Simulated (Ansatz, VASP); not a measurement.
**One calculation of Be2S3, two programs**

```
CELL_PARAMETERS angstrom
4.90361 0.00000 0.00000
0.00000 3.41208 0.00000
0.00000 0.00000 6.04889
ATOMIC_POSITIONS crystal
Be 0.00000 0.00000 0.00162
Be 0.50000 0.50000 0.34239
S 0.24359 0.00000 0.31578
S 0.75641 0.00000 0.31578
S 0.00000 0.50000 0.83287
```

Alike in both runs: functional PBE; k mesh 4 × 4 × 6; occupations gaussian, width 0.1 eV; no spin polarisation.

Ansatz relaxed the structure, and its values are those at the end. VASP's run is a single point on that final structure, the one shown.

|  | VASP | Ansatz |
| --- | --- | --- |
| version | VASP 6.6.1 | Ansatz 0.2.0 |
| potentials or method | VASP PAW PBE potentials, release 64 (Be, S), cutoff 520 eV | scalar-relativistic, plane waves, PAW |
| valence electrons in the cell | 22 | 22 |

```csv
,VASP,Ansatz,Ansatz less VASP
gap on the k mesh at the Fermi level (eV),none,none,-
pressure (GPa),0.0,0.0,+0.05
rms of the force components (eV/Å),0.006,0.005,-0.0005
```

A gap of «none» marks a metal or a gap that the smearing closes.

The k mesh is coarse, so the values compare programs but aren't converged.
